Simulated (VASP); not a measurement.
# Re (P6_3/mmc) in VASP: settings compared

The runs below take Re through single point, relaxation of cell and atoms, with PBE, BLYP+D3(BJ), revPBE.

Everything below comes from runs of VASP 6.6.1. Logs are shortened: lines on timing, memory, paths and dates and some standing lists are left out, and cuts for length are marked.

### 1 The cell of the first run

Symmetry: P6_3/mmc, No. 194, hexagonal system. The conventional cell has a = 2.761 Å, b = 2.761 Å, c = 4.458 Å, α = 90.00°, β = 90.00°, γ = 120.00°. Re (site symmetry -6m2) has 12 Re at 2.74 to 2.76 Å within 3.6 Å.

### 2 Single point, PBE

Contents of INCAR:

```
SYSTEM = Re
PREC     = Accurate       ! precision mode
ENCUT    = 520            ! plane-wave cutoff, eV
EDIFF    = 1E-7           ! SCF threshold, eV
ISMEAR   = 0              ! smearing method
SIGMA    = 0.02           ! smearing width, eV
LREAL    = .FALSE.        ! projectors in reciprocal space
LASPH    = .TRUE.         ! aspherical terms in the spheres
NELM     = 60             ! most SCF steps
ALGO     = Normal         ! electronic algorithm
ISIF     = 2              ! what is computed and relaxed
LWAVE    = .FALSE.        ! write WAVECAR
LCHARG   = .FALSE.        ! write CHGCAR
GGA      = PE             ! functional
NBANDS   = 14             ! bands
```

Contents of KPOINTS:

```
regular mesh
0
G
  11 11 6
  0 0 0
```

Contents of POSCAR:

```
Re
1.0
    2.7608000000      0.0000000000      0.0000000000
   -1.3804000000      2.3909229348      0.0000000000
    0.0000000000      0.0000000000      4.4582000000
Re
2
Direct
    0.6666666667      0.3333333333      0.7500000000
    0.3333333333      0.6666666667      0.2500000000
```

Potentials or basis: VASP PAW PBE potentials, release 64 (Re).

Run with:

```sh
$ cat potpaw_PBE.64/Re/POTCAR > POTCAR
$ mpirun -np 1 vasp_std > vasp.out
```

OUTCAR:

```text
SYSTEM = Re
   PREC = Accurate
   ENCUT = 520
   EDIFF = 1E-7
   ISMEAR = 0
   LREAL = .FALSE.
   LASPH = .TRUE.
   NELM = 60
   ISIF = 2
   GGA = PE

 ion  position               nearest neighbor table
   1  0.667  0.333  0.750-   2 2.74   2 2.74   2 2.74   2 2.74   2 2.74   2 2.74
   2  0.333  0.667  0.250-   1 2.74   1 2.74   1 2.74   1 2.74   1 2.74   1 2.74

  LATTYP: Found a hexagonal cell.
 ALAT       =     2.7608000000
 C/A-ratio  =     1.6148217908

  Lattice vectors:

 A1 = (   2.7608000000,   0.0000000000,   0.0000000000)
 A2 = (  -1.3804000000,   2.3909229348,   0.0000000000)
 A3 = (   0.0000000000,   0.0000000000,   4.4582000000)

Analysis of symmetry for initial positions (statically):
=====================================================================
 Subroutine PRICEL returns:
 Original cell was already a primitive cell.

 Routine SETGRP: Setting up the symmetry group for a
 hexagonal supercell.

 Subroutine GETGRP returns: Found 24 space group operations
 (whereof 12 operations were pure point group operations)
 out of a pool of 24 trial point group operations.

The static configuration has the point symmetry D_3d.
 The point group associated with its full space group is D_6h.

Analysis of symmetry for dynamics (positions and initial velocities):
=====================================================================
 Subroutine PRICEL returns:
 Original cell was already a primitive cell.

 Routine SETGRP: Setting up the symmetry group for a
 hexagonal supercell.

 Subroutine GETGRP returns: Found 24 space group operations
 (whereof 12 operations were pure point group operations)
 out of a pool of 24 trial point group operations.

The dynamic configuration has the point symmetry D_3d.
 The point group associated with its full space group is D_6h.

 Subroutine INISYM returns: Found 24 space group operations
 (whereof 12 operations are pure point group operations),
 and found     1 'primitive' translations

----------------------------------------------------------------------------------------

                                     Primitive cell

  volume of cell :      29.4280

  direct lattice vectors                    reciprocal lattice vectors
     2.760800000  0.000000000  0.000000000     0.362213851  0.209124264  0.000000000
    -1.380400000  2.390922935  0.000000000     0.000000000  0.418248529  0.000000000
     0.000000000  0.000000000  4.458200000     0.000000000  0.000000000  0.224305774

[... 88 lines left out ...]
   NFREE  =      0    steps in history (QN), initial steepest desc. (CG)
   ISIF   =      2    stress and relaxation
   ISYM   =      2    0-nonsym 1-usesym 2-fastsym
   POTIM  = 0.5000    time-step for ionic-motion
   TEBEG  =    0.0;   TEEND  =   0.0 temperature during run
   PSTRESS=    0.0 pullay stress
   NELECT =      14.0000    total number of electrons
   NUPDOWN=      -1.0000    fix difference up-down
   EMIN   =  10.00;   EMAX   =-10.00  energy-range for DOS
   EFERMI =   0.00;   METHOD = LEGACY
   ISMEAR =     0;   SIGMA  =   0.02  broadening in eV -4-tet -1-fermi 0-gaus
   EFERMI_NEDOS =   21; number of points for ismear=-14 and -15
   IALGO  =     38    algorithm
   IMIX   =      4    mixing-type and parameters
     AMIX     =   0.40;   BMIX     =  1.00
     AMIX_MAG =   1.60;   BMIX_MAG =  1.00
  volume/ion in A,a.u.               =      14.71        99.29
  Fermi-wavevector in a.u.,A,eV,Ry     =   1.278000  2.415070 22.222174  1.633284
  Thomas-Fermi vector in A             =   2.410568
   LORBIT       =      0    0 simple, 1 ext, 2 COOP (PROOUT), +10 PAW based schemes
   GGA     = PE    functional components
   LHFCALC =     F    Hartree Fock is set to
   AEXX    =    0.0000 exact exchange contribution
   IVDW    =     0    specifies the selected vdW correction
   LEPSILON=     F    determine dielectric tensor
   LRPA    =     F    only Hartree local field effects (RPA)
 non-spin polarized calculation
 Gauss-broadening in eV      SIGMA  =   0.02
  energy-cutoff  :      520.00
  volume of cell :       29.43
 maximum number of plane-waves:       808
 NGX is ok and might be reduce to    24
   NGX = 11   NGY = 11   NGZ = 17

 number of electron      14.0000000 magnetization

 Free energy of the ion-electron system (eV)
  ---------------------------------------------------
  ext. energy  EPLUGINS =         0.00000000
  ---------------------------------------------------
  free energy    TOTEN  =       -24.84025673 eV

  energy without entropy =      -24.84016420  energy(sigma->0) =      -24.84021047

 E-fermi :   7.9161     XC(G=0): -13.7300

 val. band max:        7.8784832993   @ k =   0.1818  -0.0000   0.1667
 cond. band min:       7.9403734367   @ k =   0.3636   0.1818   0.3333
 fundamental gap:      0.0618901374
 Fermi energy:         7.9161232300

 k-point     1 :       0.0000    0.0000    0.0000
  band No.  band energies     occupation
      1      -1.9816      2.00000
      2       1.2629      2.00000
      3       6.3065      2.00000
      4       6.3087      2.00000
      5       6.3087      2.00000
      6       7.1455      2.00000
      7       7.1455      2.00000
      8       8.0727      0.00000
      9       8.0727      0.00000
     10       8.5014      0.00000
     11      11.2494      0.00000
     12      11.2494      0.00000
     13      17.9030      0.00000
     14      22.0333      0.00000
[... 377 lines left out ...]
      1       0.3380      2.00000
      2       2.9689      2.00000
      3       4.3254      2.00000
      4       4.6713      2.00000
      5       5.9420      2.00000
      6       6.6296      2.00000
      7       7.2372      2.00000
      8       8.1854      0.00000
      9       8.8981      0.00000
     10       9.2884      0.00000
     11      11.6495      0.00000
     12      14.7065      0.00000
     13      19.0755      0.00000
     14      23.8261      0.00000

 [... further k-points ...]
[... 5 lines left out ...]
  --------------------------------------------------------------------------------------
  -------------------------------------------------------------------------------------
  Total        1.0543214      1.0543214      0.8735776      0.0000000      0.0000000     -0.0000000
  in kB       57.4015410     57.4015410     47.5611107      0.0000000      0.0000000     -0.0000000
  external PRESSURE =      54.1213975 kB  Pullay stress =       0.0000000 kB

 VOLUME and BASIS-vectors are now :
 -----------------------------------------------------------------------------
  energy-cutoff  :      520.00
  volume of cell :       29.43
      direct lattice vectors                 reciprocal lattice vectors
     2.760800000  0.000000000  0.000000000     0.362213851  0.209124264  0.000000000
    -1.380400000  2.390922935  0.000000000     0.000000000  0.418248529  0.000000000
     0.000000000  0.000000000  4.458200000     0.000000000  0.000000000  0.224305774

 POSITION                                       TOTAL-FORCE (eV/Angst)
 -----------------------------------------------------------------------------------
      1.38040      0.79697      3.34365        -0.000000      0.000000      0.000000
     -0.00000      1.59395      1.11455         0.000000      0.000000      0.000000
 -----------------------------------------------------------------------------------
    total drift:                               -0.000000      0.000000     -0.000000

  FREE ENERGIE OF THE ION-ELECTRON SYSTEM (eV)
  ---------------------------------------------------
  free  energy   TOTEN  =       -24.8402567341 eV

  energy  without entropy=      -24.8401641978  energy(sigma->0) =      -24.84021047
```

Run time: 35 s. Hardware: 1 thread of Intel Xeon 8259CL, shared host; peak memory 0.17 GiB.

What came out:

* Free energy: -24.8403 eV
* Pressure: 5.4 GPa
* Band gap on the k mesh: zero (bands 7 and 8 overlap by 3.05 eV)

Caveat: the cell stands under pressure; spin-orbit coupling is left out, which moves the levels of the heavy elements.

### 3 Single point, BLYP+D3(BJ)

This run uses another cell than the first one, of 14.78 Å³/atom.

Contents of INCAR:

```
SYSTEM = Re
  AGGAC = 1.0
  AGGAX = 1.0
  ALDAC = 0.0
  ALDAX = 1.0
  ALGO = Normal
  EDIFF = 1E-6
  ENCUT = 520
  GGA = B5
  ISIF = 2
  ISMEAR = -1
  IVDW = 12
  LASPH = .True.
  LCHARG = .False.
  LREAL = .False.
  LWAVE = .False.
  NBANDS = 14
  NELM = 100
  PREC = Accurate
  SIGMA = 0.05
  VDW_A1 = 0.4298
  VDW_A2 = 4.2359
  VDW_S6 = 1.0
  VDW_S8 = 2.6996
```

Contents of KPOINTS:

```
k-points
0
Gamma
  11 11 6
  0 0 0
```

Contents of POSCAR:

```
Re
1.0
    2.7665033519      0.0000000000      0.0000000000
   -1.3832516760      2.3958621824      0.0000000000
    0.0000000000      0.0000000000      4.4582705424
Re
2
Direct
    0.6666666667      0.3333333333      0.7500000000
    0.3333333333      0.6666666667      0.2500000000
```

Potentials or basis: VASP PAW PBE potentials, release 64 (Re).

Run with:

```sh
$ cat potpaw_PBE.64/Re/POTCAR > POTCAR
$ mpirun -np 1 vasp_std > vasp.out
```

It took 38 s on 1 thread of Intel Xeon 8259CL, shared host; peak memory 0.18 GiB.

It converged, with:

* Free energy: -24.6096 eV
* Pressure: 2.4 GPa
* Band gap on the k mesh: zero (bands 7 and 8 overlap by 3.33 eV)
* Dispersion energy per atom: -1.587 eV

Stress tensor (GPa, compression positive):
```
2.41 0.00 0.00
0.00 2.41 0.00
0.00 0.00 2.28
```

Levels at points of the mesh, in eV from the Fermi level:
```csv
k point,band 5,band 6,band 7,band 8,band 9,band 10
"(0.00, 0.00, 0.00)",-1.62,-0.81,-0.81,0.09,0.09,0.92
"(0.00, 0.00, 0.50)",-1.77,-1.77,-1.77,-1.77,2.45,2.45
```

Caveat: the PAW data sets were made with another functional, which shifts forces and pressure a little; spin-orbit coupling is left out, which moves the levels of the heavy elements.

### 4 Single point, revPBE

This run uses another cell than the first one, of 15.07 Å³/atom.

Contents of INCAR:

```
SYSTEM = Re
PREC = Accurate ; ENCUT = 520
EDIFF = 1E-6 ; ISMEAR = -1
SIGMA = 0.05 ; LREAL = .FALSE.
LASPH = .TRUE. ; NELM = 100
ALGO = Normal ; ISIF = 2
LWAVE = .FALSE. ; LCHARG = .FALSE.
GGA = RE ; NBANDS = 14
```

Contents of KPOINTS:

```
Automatic mesh
0
G
  11 11 6
  0 0 0
```

Contents of POSCAR:

```
Re
1.0
    2.7817208081      0.0000000000      0.0000000000
   -1.3908604041      2.4090408861      0.0000000000
    0.0000000000      0.0000000000      4.4976169595
Re
2
Direct
    0.6666666667      0.3333333333      0.7500000000
    0.3333333333      0.6666666667      0.2500000000
```

Run with:

```sh
$ cat potpaw_PBE.64/Re/POTCAR > POTCAR
$ mpirun -np 1 vasp_std > vasp.out
```

Wall time 37 s (1 thread of Intel Xeon 8259CL, shared host); peak memory 0.17 GiB.

Results (log left out):

| Property | Result |
| --- | --- |
| Free energy | -23.8840 eV |
| Pressure | -0.8 GPa |
| Band gap on the k mesh | zero (bands 7 and 8 overlap by 2.91 eV) |

Stress tensor (GPa, compression positive):
```
-0.72  0.00  0.00
 0.00 -0.72  0.00
 0.00  0.00 -0.94
```

Levels at points of the mesh, in eV from the Fermi level:
| k point | band 4 | band 5 | band 6 | band 7 | band 8 | band 9 | band 10 | band 11 |
| --- | --- | --- | --- | --- | --- | --- | --- | --- |
| (0.00, 0.00, 0.00) | -1.52 | -1.52 | -0.72 | -0.72 | 0.19 | 0.19 | 0.54 | 3.25 |
| (0.00, 0.00, 0.50) | -2.33 | -1.64 | -1.64 | -1.64 | -1.64 | 2.45 | 2.45 | 2.45 |

Caveat: the PAW data sets were made with another functional, which shifts forces and pressure a little; spin-orbit coupling is left out, which moves the levels of the heavy elements.

### 5 Relaxation of cell and atoms, revPBE

Contents of INCAR:

```
SYSTEM = Re
PREC = Accurate
ENCUT = 600
EDIFF = 1E-6
ISMEAR = -1
SIGMA = 0.05
LREAL = .False.
LASPH = .True.
NELM = 60
ALGO = Normal
ISIF = 3
LWAVE = .False.
LCHARG = .False.
GGA = RE
IBRION = 2
NSW = 80
EDIFFG = -0.005
```

Contents of KPOINTS:

```
Automatic mesh
0
Gamma
  11 11 6
  0 0 0
```

Contents of POSCAR:

```
Re
1.0
    2.7608000000      0.0000000000      0.0000000000
   -1.3804000000      2.3909229348      0.0000000000
    0.0000000000      0.0000000000      4.4582000000
Re
2
Direct
    0.6666666667      0.3333333333      0.7500000000
    0.3333333333      0.6666666667      0.2500000000
```

Run with:

```sh
$ cat potpaw_PBE.64/Re/POTCAR > POTCAR
$ mpirun -np 1 vasp_std > vasp.out
```

Run time: 86 s. Hardware: 1 thread of Intel Xeon 8259CL, shared host; peak memory 0.18 GiB.

It converged, with:

```yaml
Free_energy: -23.8864 eV
Relaxed_volume: 15.04 Å³/atom
Relaxed_cell: a = 2.780 Å, b = 2.780 Å, c = 4.494 Å, α = 90.00°, β = 90.00°, γ = 120.00°
Space_group_after_relaxing_to_0.1_Å: P6_3/mmc (No. 194)
Energy_gained_by_relaxing: 8.4 meV/atom
Ionic_steps: 5
Pressure_after_relaxing: 0.0 GPa
Band_gap_on_the_k_mesh: zero (bands 7 and 8 overlap by 2.92 eV)
```

Step by step:
```tsv
step	energy change (eV)	largest force (eV/Å)	pressure (GPa)	volume (Å³)
1	0.0000	0.0000	8.40	29.43
2	0.2268	0.0000	-26.03	32.84
3	-0.0167	0.0000	-0.31	30.11
4	-0.0167	0.0000	0.00	30.08
5	-0.0167	0.0000	0.00	30.08
```

Final structure:
```
Re
1.0
     2.78031    0.00000    0.00000
    -1.39016    2.40782    0.00000
     0.00000    0.00000    4.49369
Re
2
Direct
  0.66667 0.33333 0.75000
  0.33333 0.66667 0.25000
```

Levels at points of the mesh, in eV from the Fermi level:
```tsv
k point	band 3	band 4	band 5	band 6	band 7	band 8	band 9	band 10	band 11
(0.00, 0.00, 0.00)	-1.54	-1.52	-1.52	-0.72	-0.72	0.19	0.19	0.55	3.26
(0.00, 0.00, 0.50)	-2.33	-2.33	-1.65	-1.65	-1.65	-1.65	2.46	2.46	2.46
```

Caveat: the PAW data sets were made with another functional, which shifts forces and pressure a little; spin-orbit coupling is left out, which moves the levels of the heavy elements.

### 6 The runs side by side

| task | level | cell | cutoff (eV) | smearing | gap on the mesh (eV) | pressure (GPa) |
| --- | --- | --- | --- | --- | --- | --- |
| single point | PBE | a = 2.761, b = 2.761, c = 4.458 Å, angles 90.0, 90.0, 120.0°, 2 atoms | 520 | gaussian 0.02 eV | none | 5.4 |
| single point | BLYP+D3(BJ) | a = 2.767, b = 2.767, c = 4.458 Å, angles 90.0, 90.0, 120.0°, 2 atoms | 520 | fermi-dirac 0.05 eV | none | 2.4 |
| single point | revPBE | a = 2.782, b = 2.782, c = 4.498 Å, angles 90.0, 90.0, 120.0°, 2 atoms | 520 | fermi-dirac 0.05 eV | none | -0.8 |
| relaxation of cell and atoms | revPBE | relaxed from a = 2.761, b = 2.761, c = 4.458 Å, angles 90.0, 90.0, 120.0°, 2 atoms | 600 | fermi-dirac 0.05 eV | none | 0.0 |

Alike in all rows: potentials or basis VASP PAW PBE potentials, release 64 (Re); no spin polarisation; k mesh 11 × 11 × 6.

Caveats: spin-orbit coupling is left out, which moves the levels of the heavy elements; the PAW data sets were made with another functional, which shifts forces and pressure a little (at least some runs); the cell stands under pressure (at least some runs).

Absolute energies hang on the potentials; compare differences alone.
